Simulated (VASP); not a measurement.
**Re: single point with r2SCAN**

Crystal: Re.

```
Re
1.0
     0.00000    1.94583    1.94583
     1.94583    0.00000    1.94583
     1.94583    1.94583    0.00000
Re
1
Direct
  0.00000 0.00000 0.00000
```

```
Program             : VASP 6.6.1
Task                : single point
Functional          : r2SCAN
Potentials or basis : VASP PAW PBE potentials, release 64 (Re)
Cutoff              : 520 eV
k mesh              : 11 × 11 × 11
Occupations         : methfessel-paxton, width 0.05 eV
Spin                : no spin polarisation
```

```yaml
Pressure: 0.0 GPa
```

Levels at points of the mesh, in eV from the Fermi level:
```
           k point  band 1  band 2  band 3  band 4  band 5  band 6  band 7  band 8
(0.00, 0.00, 0.00)  -10.70   -2.08   -2.08   -2.08    1.32    1.32   14.44   20.54
```

It took 28 s on 1 thread of Intel(R) Xeon(R) Platinum 8259CL CPU @ 2.50GHz (Skylake/Cascade Lake), with other jobs on the host, peak memory 0.13 GiB.

Caveat: the PAW data sets were made with another functional, which shifts forces and pressure a little; spin-orbit coupling is left out, which moves the levels of the heavy elements.
